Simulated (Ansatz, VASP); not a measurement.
**LiBr in VASP and in Ansatz**

Contents of INCAR:

```
PREC     = Accurate       # precision mode
ENCUT    = 750            # plane-wave cutoff, eV
EDIFF    = 1E-6           # SCF threshold, eV
ISMEAR   = 1              # smearing method
SIGMA    = 0.0759         # smearing width, eV
LREAL    = F              # projectors in reciprocal space
LASPH    = T              # aspherical terms in the spheres
NELM     = 120            # most SCF steps
ALGO     = Normal         # electronic algorithm
ISIF     = 2              # what is computed and relaxed
LWAVE    = F              # write WAVECAR
LCHARG   = F              # write CHGCAR
GGA      = PE             # functional
NBANDS   = 12             # bands
GGA_COMPAT= F
```

Contents of KPOINTS:

```
regular mesh
0
Gamma
  8 8 8
```

File POSCAR:

```
LiBr
1.0
    0.0000000000      2.7569270000      2.7569270000
    2.7569270000      0.0000000000      2.7569270000
    2.7569270000      2.7569270000      0.0000000000
Li Br
1 1
Direct
    0.0000000000      0.0000000000      0.0000000000
    0.5000000000      0.5000000000      0.5000000000
```

Input for Ansatz:

```yaml
crystal:
  lattice:
    - [0.0, 2.756927, 2.756927]
    - [2.756927, 0.0, 2.756927]
    - [2.756927, 2.756927, 0.0]
  atoms:
    - { symbol: Li, position: [0.0, 0.0, 0.0] }
    - { symbol: Br, position: [0.5, 0.5, 0.5] }
  symmetry: { tolerance: 0.0003 }
kpoints:
  mp_grid: { grid: [8, 8, 8], shift: [0, 0, 0] }
  band_path:
    path:
      - [0.0, 0.0, 0.0]
      - [0.5, 0.0, 0.5]
      - [0.625, 0.25, 0.625]
      - [0.375, 0.375, 0.75]
      - [0.0, 0.0, 0.0]
      - [0.5, 0.5, 0.5]
      - [0.5, 0.25, 0.75]
      - [0.5, 0.0, 0.5]
    npoints: 8
magnetization:
  spin_polarized: false
scf:
  occupations: { method: cold, width: 0.0759 }
  lower_state_search: "off"
  max_iter: 200
hamiltonian:
  pseudopotentials: { kind: paw }
  xc: pbe
basis:
  ecutwfc: 420
  fft_grid_basis: typed
output:
  forces: true
  stress: true
  eigenvalues: true
  bader: true
  populations: true
  elf: true
  write_potential: true
  volumetric_format: npy
  dos:
    e_range: [-12, 8]
    de: 0.05
    projected: { site_lists: { Br: [Br], Li: [Li] } }
checkpoint:
  read: saved_state
```

Alike in both runs: task single point; functional PBE; k mesh 8 × 8 × 8; no spin polarisation.

```csv
,VASP,Ansatz
version,VASP 6.6.1,Ansatz 0.2.0
potentials or method,"VASP PAW PBE potentials, release 64 (Li_sv, Br), cutoff 750 eV",PAW plane waves
occupations,"methfessel-paxton of order 1, width 0.0759 eV","cold, width 0.0759 eV"
valence electrons in the cell,10,10
```

|  | VASP | Ansatz | Ansatz less VASP |
| --- | --- | --- | --- |
| gap on the k mesh at the Fermi level (eV) | 4.91 | 4.91 | -0.004 |
| pressure (GPa) | -0.1 | 0.0 | +0.05 |
